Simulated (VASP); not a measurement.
Here is a VASP 6.6.1 calculation.

INCAR

```
SYSTEM = TiCoC4N4
PREC = Accurate ; ENCUT = 600
EDIFF = 1E-7 ; ISMEAR = 0
SIGMA = 0.1 ; LREAL = .FALSE.
LASPH = .TRUE. ; NELM = 150
ALGO = Normal ; ISIF = 3
LWAVE = .FALSE. ; LCHARG = .FALSE.
ISPIN = 2 ; MAGMOM = 1 -3 0 0 0 0 0 0 0 0
LORBIT = 11 ; LMAXMIX = 4
GGA = PE ; IBRION = 2
NSW = 90 ; EDIFFG = -0.04
```

Contents of KPOINTS:

```
regular mesh
0
G
  4 4 4
  0 0 0
```

File POSCAR:

```
TiCoC4N4
1.0
    5.9086026500      0.0000000000      0.0000000000
    0.0000000000      5.9086026500      0.0000000000
    0.0000000000      0.0000000000      5.9086026500
Ti Co C N
1 1 4 4
Direct
    0.5000000000      0.5000000000      0.5000000000
    0.0000000000      0.0000000000      0.0000000000
    0.1873167900      0.1873167900      0.1873167900
    0.1873167900      0.8126832100      0.8126832100
    0.8126832100      0.1873167900      0.8126832100
    0.8126832100      0.8126832100      0.1873167900
    0.3016415900      0.3016415900      0.3016415900
    0.3016415900      0.6983584100      0.6983584100
    0.6983584100      0.3016415900      0.6983584100
    0.6983584100      0.6983584100      0.3016415900
```

Potentials or basis: VASP PAW PBE potentials, release 64 (Ti_sv, Co, C, N).

Launch:

```bash
$ cat potpaw_PBE.64/Ti_sv/POTCAR potpaw_PBE.64/Co/POTCAR potpaw_PBE.64/C/POTCAR potpaw_PBE.64/N/POTCAR > POTCAR
$ mpirun -np 1 vasp_std > vasp.out
```

Estimate the band gap on the k mesh.

zero (filled and empty bands overlap).

Predict the net moment.

-1.00 μB per cell.

What does it give for the relaxed cell?

a = 5.700 Å, b = 5.700 Å, c = 5.700 Å, α = 90.00°, β = 90.00°, γ = 90.00°.

Final structure:
```
Ti Co C N
1.0
     5.70045    0.00000    0.00000
     0.00000    5.70045    0.00000
     0.00000    0.00000    5.70045
Ti Co C N
1 1 4 4
Cartesian
  2.8502 2.8502 2.8502
  0.0000 0.0000 0.0000
  1.0459 1.0459 1.0459
  1.0459 4.6546 4.6546
  4.6546 1.0459 4.6546
  4.6546 4.6546 1.0459
  1.7386 1.7386 1.7386
  1.7386 3.9618 3.9618
  3.9618 1.7386 3.9618
  3.9618 3.9618 1.7386
```

Caveat: a cell with one magnetic atom can't hold antiferromagnetic order, which such compounds often take. With open d or f shells a metallic result of PBE can be an artefact of self-interaction; +U or a hybrid may open a gap.
